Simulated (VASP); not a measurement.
# Cs (P6/mmm) in VASP: relaxation of cell and atoms with PBE

Aim: the relaxation of cell and atoms of Cs with PBE.

All numbers are computed with VASP 6.6.1; they aren't measurements. Logs are shortened: lines on timing, memory, paths and dates and some standing lists are left out, and cuts for length are marked.

## (1) The cell of the first run

It takes space group P6/mmm (No. 191, hexagonal). The conventional cell has a = 5.084 Å, b = 5.084 Å, c = 4.759 Å, α = 90.00°, β = 90.00°, γ = 120.00°.

## (2) Relaxation of cell and atoms, PBE, target pressure 0.31 GPa, at which the enthalpy is minimised

INCAR reads:

```
SYSTEM = Cs
PREC = Accurate
ENCUT = 600
EDIFF = 1E-6
ISMEAR = -1
SIGMA = 0.05
LREAL = .False.
LASPH = .True.
NELM = 80
ALGO = Normal
ISIF = 3
LWAVE = .False.
LCHARG = .False.
GGA = PE
IBRION = 2
NSW = 32
EDIFFG = -0.005
PSTRESS = 3.1
```

KPOINTS reads:

```
regular mesh
0
Gamma
  9 9 8
  0 0 0
```

POSCAR reads:

```
Cs
1.0
    5.0837350941      0.0000000000      0.0000000000
   -2.5418675471      4.4026437376      0.0000000000
    0.0000000000      0.0000000000      4.7589067167
Cs
1
Direct
    0.0000000000      0.0000000000      0.0000000000
```

Potentials or basis: VASP PAW PBE potentials, release 64 (Cs_sv).

The run is started by

```
> cat potpaw_PBE.64/Cs_sv/POTCAR > POTCAR
> mpirun -np 1 vasp_std > vasp.out
```

OUTCAR:

```text
SYSTEM = Cs
   PREC = Accurate
   ENCUT = 600
   EDIFF = 1E-6
   ISMEAR = -1
   LREAL = .False.
   LASPH = .True.
   NELM = 80
   ISIF = 3
   GGA = PE
   IBRION = 2
   NSW = 32
   EDIFFG = -0.005
   PSTRESS = 3.1

 ion  position               nearest neighbor table
   1  0.000  0.000  0.000-

  LATTYP: Found a hexagonal cell.
 ALAT       =     5.0837350941
 C/A-ratio  =     0.9361043856

  Lattice vectors:

 A1 = (   5.0837350941,   0.0000000000,   0.0000000000)
 A2 = (  -2.5418675471,   4.4026437376,   0.0000000000)
 A3 = (   0.0000000000,   0.0000000000,   4.7589067167)

Analysis of symmetry for initial positions (statically):
=====================================================================
 Subroutine PRICEL returns:
 Original cell was already a primitive cell.

 Routine SETGRP: Setting up the symmetry group for a
 hexagonal supercell.

 Subroutine GETGRP returns: Found 24 space group operations
 (whereof 24 operations were pure point group operations)
 out of a pool of 24 trial point group operations.

The static configuration has the point symmetry D_6h.

Analysis of symmetry for dynamics (positions and initial velocities):
=====================================================================
 Subroutine PRICEL returns:
 Original cell was already a primitive cell.

 Routine SETGRP: Setting up the symmetry group for a
 hexagonal supercell.

 Subroutine GETGRP returns: Found 24 space group operations
 (whereof 24 operations were pure point group operations)
 out of a pool of 24 trial point group operations.

The dynamic configuration has the point symmetry D_6h.

 Subroutine INISYM returns: Found 24 space group operations
 (whereof 24 operations are pure point group operations),
 and found     1 'primitive' translations

----------------------------------------------------------------------------------------

                                     Primitive cell

  volume of cell :     106.5133

  direct lattice vectors                    reciprocal lattice vectors
     5.083735094  0.000000000  0.000000000     0.196705765  0.113568126  0.000000000
    -2.541867547  4.402643738  0.000000000     0.000000000  0.227136253  0.000000000
     0.000000000  0.000000000  4.758906717     0.000000000  0.000000000  0.210132297

  length of vectors
     5.083735094  5.083735094  4.758906717     0.227136253  0.227136253  0.210132297

  position of ions in fractional coordinates (direct lattice)
     0.000000000  0.000000000  0.000000000

  ion indices of the primitive-cell ions
   primitive index   ion index
                 1           1

----------------------------------------------------------------------------------------

 KPOINTS: regular mesh

Automatic generation of k-mesh.
 Grid dimensions read from file:
 generate k-points for:    9    9    8

 Generating k-lattice:

  Cartesian coordinates                     Fractional coordinates (reciprocal lattice)
     0.021856196  0.012618681  0.000000000     0.111111111  0.000000000  0.000000000
     0.000000000  0.025237361  0.000000000     0.000000000  0.111111111  0.000000000
     0.000000000  0.000000000  0.026266537     0.000000000  0.000000000  0.125000000

  Length of vectors
     0.025237361  0.025237361  0.026266537

  Shift w.r.t. Gamma in fractional coordinates (k-lattice)
     0.000000000  0.000000000  0.000000000

 Subroutine IBZKPT returns following result:
 ===========================================

 Found     60 irreducible k-points:

 Following reciprocal coordinates:
            Coordinates               Weight
  0.000000  0.000000  0.000000      1.000000
  0.111111 -0.000000  0.000000      6.000000
  0.222222 -0.000000  0.000000      6.000000
  0.333333 -0.000000  0.000000      6.000000
  0.444444 -0.000000  0.000000      6.000000
  0.111111  0.111111  0.000000      6.000000
[... 16 lines left out ...]
  0.333333  0.222222  0.125000     24.000000
  0.333333  0.333333  0.125000      4.000000
 [... further k-points ...]
   k-points           NKPTS =     60   k-points in BZ     NKDIM =     60   number of bands    NBANDS=      8
   number of dos      NEDOS =    301   number of ions     NIONS =      1
   total plane-waves  NPLWV =  70560
   dimension x,y,z NGX =    42 NGY =   42 NGZ =   40
   dimension x,y,z NGXF=    84 NGYF=   84 NGZF=   80
   ions per type =               1
   NGX,Y,Z   is equivalent  to a cutoff of  13.73, 13.73, 13.97 a.u.
   NGXF,Y,Z  is equivalent  to a cutoff of  27.47, 27.47, 27.95 a.u.
 SYSTEM =  Cs
   PREC   = accura    normal or accurate (medium, high low for compatibility)
   ISTART =      0    job   : 0-new  1-cont  2-samecut
   ICHARG =      2    charge: 1-file 2-atom 10-const
   ISPIN  =      1    spin polarized calculation?
   LNONCOLLINEAR =      F non collinear calculations
   LSORBIT =      F    spin-orbit coupling
   LASPH  =      T    aspherical Exc in radial PAW
   ENCUT  =  600.0 eV  44.10 Ry    6.64 a.u.  10.15 10.15  9.50*2*pi/ulx,y,z
   NELM   =     80;   NELMIN=  2; NELMDL= -5     # of ELM steps
   EDIFF  = 0.1E-05   stopping-criterion for ELM
   LREAL  =      F    real-space projection
   EDIFFG = -.5E-02   stopping-criterion for IOM
   NSW    =     32    number of steps for IOM
   IBRION =      2    ionic relax: 0-MD 1-quasi-New 2-CG
   NFREE  =      1    steps in history (QN), initial steepest desc. (CG)
   ISIF   =      3    stress and relaxation
   ISYM   =      2    0-nonsym 1-usesym 2-fastsym
   POTIM  = 0.5000    time-step for ionic-motion
   TEBEG  =    0.0;   TEEND  =   0.0 temperature during run
   PSTRESS=    3.1 pullay stress
   NELECT =       9.0000    total number of electrons
   NUPDOWN=      -1.0000    fix difference up-down
   EMIN   =  10.00;   EMAX   =-10.00  energy-range for DOS
   EFERMI =   0.00;   METHOD = LEGACY
   ISMEAR =    -1;   SIGMA  =   0.05  broadening in eV -4-tet -1-fermi 0-gaus
   EFERMI_NEDOS =   21; number of points for ismear=-14 and -15
   IALGO  =     38    algorithm
   IMIX   =      4    mixing-type and parameters
     AMIX     =   0.40;   BMIX     =  1.00
     AMIX_MAG =   1.60;   BMIX_MAG =  1.00
  volume/ion in A,a.u.               =     106.51       718.79
  Fermi-wavevector in a.u.,A,eV,Ry     =   0.718380  1.357542  7.021563  0.516070
  Thomas-Fermi vector in A             =   1.807304
   LORBIT       =      0    0 simple, 1 ext, 2 COOP (PROOUT), +10 PAW based schemes
   GGA     = PE    functional components
   LHFCALC =     F    Hartree Fock is set to
   AEXX    =    0.0000 exact exchange contribution
   IVDW    =     0    specifies the selected vdW correction
   LEPSILON=     F    determine dielectric tensor
   LRPA    =     F    only Hartree local field effects (RPA)
 conjugate gradient relaxation of ions
 non-spin polarized calculation
  energy-cutoff  :      600.00
  volume of cell :      106.51
 maximum number of plane-waves:      3576
 NGX is ok and might be reduce to    42
   NGX = 21   NGY = 21   NGZ = 19

 number of electron       9.0000001 magnetization

 Free energy of the ion-electron system (eV)
  ---------------------------------------------------
  ext. energy  EPLUGINS =         0.00000000
  ---------------------------------------------------
  free energy    TOTEN  =        -0.79184605 eV

  energy without entropy =       -0.78192536  energy(sigma->0) =       -0.78688570

 E-fermi :   0.6883     XC(G=0):  -5.5990

 val. band max:        0.6254699902   @ k =   0.4444  -0.0000   0.1250
 cond. band min:       0.6941329390   @ k =   0.2222   0.1111   0.3750
 fundamental gap:      0.0686629488
 Fermi energy:         0.6883173330

 k-point     1 :       0.0000    0.0000    0.0000
  band No.  band energies     occupation
      1     -23.2465      2.00000
      2      -9.9596      2.00000
      3      -9.9596      2.00000
      4      -9.9499      2.00000
      5      -1.0841      2.00000
      6       2.0518      0.00000
      7       3.1345      0.00000
      8       3.1345      0.00000

 k-point     2 :       0.1111   -0.0000    0.0000
  band No.  band energies     occupation
      1     -23.2452      2.00000
      2      -9.9851      2.00000
      3      -9.9654      2.00000
      4      -9.9473      2.00000
      5      -0.9476      2.00000
      6       2.1129      0.00000
      7       2.8330      0.00000
      8       3.2696      0.00000

 k-point     3 :       0.2222   -0.0000    0.0000
  band No.  band energies     occupation
      1     -23.2420      2.00000
      2     -10.0485      2.00000
      3      -9.9800      2.00000
      4      -9.9405      2.00000
      5      -0.5664      2.00000
      6       2.2234      0.00000
      7       2.3295      0.00000
      8       3.6629      0.00000

 k-point     4 :       0.3333   -0.0000    0.0000
  band No.  band energies     occupation
      1     -23.2383      2.00000
      2     -10.1184      2.00000
      3      -9.9964      2.00000
      4      -9.9328      2.00000
      5      -0.0244      2.00000
      6       1.8357      0.00000
      7       2.3210      0.00000
      8       4.0178      0.00000

 k-point     5 :       0.4444   -0.0000    0.0000
  band No.  band energies     occupation
      1     -23.2359      2.00000
      2     -10.1628      2.00000
      3     -10.0071      2.00000
      4      -9.9277      2.00000
      5       0.4954      1.95868
      6       1.5135      0.00000
      7       2.2074      0.00000
      8       3.8223      0.00000
[... 177 lines left out ...]
 k-point    22 :       0.2222    0.2222    0.1250
  band No.  band energies     occupation
      1     -23.2348      2.00000
      2     -10.1168      2.00000
      3     -10.0279      2.00000
      4      -9.9671      2.00000
      5       0.4300      1.98866
      6       1.7850      0.00000
      7       2.4553      0.00000
      8       3.3594      0.00000

 k-point    23 :       0.3333    0.2222    0.1250
  band No.  band energies     occupation
      1     -23.2330      2.00000
      2     -10.1320      2.00000
      3     -10.0552      2.00000
      4      -9.9628      2.00000
      5       1.0081      0.00333
      6       1.5334      0.00000
      7       2.1960      0.00000
      8       3.5640      0.00000

 k-point    24 :       0.3333    0.3333    0.1250
  band No.  band energies     occupation
      1     -23.2323      2.00000
      2     -10.1013      2.00000
      3     -10.1013      2.00000
      4      -9.9613      2.00000
      5       1.4813      0.00000
      6       1.4813      0.00000
      7       1.8344      0.00000
      8       3.7517      0.00000

 [... further k-points ...]
[... 5 lines left out ...]
  --------------------------------------------------------------------------------------
  -------------------------------------------------------------------------------------
  Total        0.2046046      0.2046046      0.2047093     -0.0000000      0.0000000      0.0000000
  in kB        3.0776717      3.0776717      3.0792463     -0.0000000      0.0000000      0.0000000
  external PRESSURE =      -0.0218035 kB  Pullay stress =       3.1000000 kB

 VOLUME and BASIS-vectors are now :
 -----------------------------------------------------------------------------
  energy-cutoff  :      600.00
  volume of cell :      106.51
      direct lattice vectors                 reciprocal lattice vectors
     5.083735094  0.000000000  0.000000000     0.196705765  0.113568126  0.000000000
    -2.541867547  4.402643738  0.000000000     0.000000000  0.227136253  0.000000000
     0.000000000  0.000000000  4.758906717     0.000000000  0.000000000  0.210132297

 POSITION                                       TOTAL-FORCE (eV/Angst)
 -----------------------------------------------------------------------------------
      0.00000      0.00000      0.00000        -0.000000      0.000000      0.000000
 -----------------------------------------------------------------------------------
    total drift:                               -0.000000      0.000000     -0.000000

  FREE ENERGIE OF THE ION-ELECTRON SYSTEM (eV)
  ---------------------------------------------------
  free  energy   TOTEN  =        -0.7918460475 eV

  energy  without entropy=       -0.7819253599  energy(sigma->0) =       -0.78688570

  enthalpy is  TOTEN    =        -0.5857570725 eV   P V=        0.2060889749

 reached required accuracy - stopping structural energy minimisation
```

It took 1.8 min on 1 thread of Oxide Virtual Turin-like, shared host; peak memory 0.23 GiB.

What came out:

```yaml
Free_energy: -0.7918 eV
Pressure_after_relaxing: 0.3 GPa
```

Final structure:
```
Cs
1.0
     5.08374    0.00000    0.00000
    -2.54187    4.40264    0.00000
     0.00000    0.00000    4.75891
Cs
1
Direct
  0.00000 0.00000 0.00000
```

Caveat: the relaxation stopped at its first step, so nothing moved; the cell is relaxed towards a set pressure, so the enthalpy falls and the energy may rise; spin-orbit coupling is left out, which moves the levels of the heavy elements.
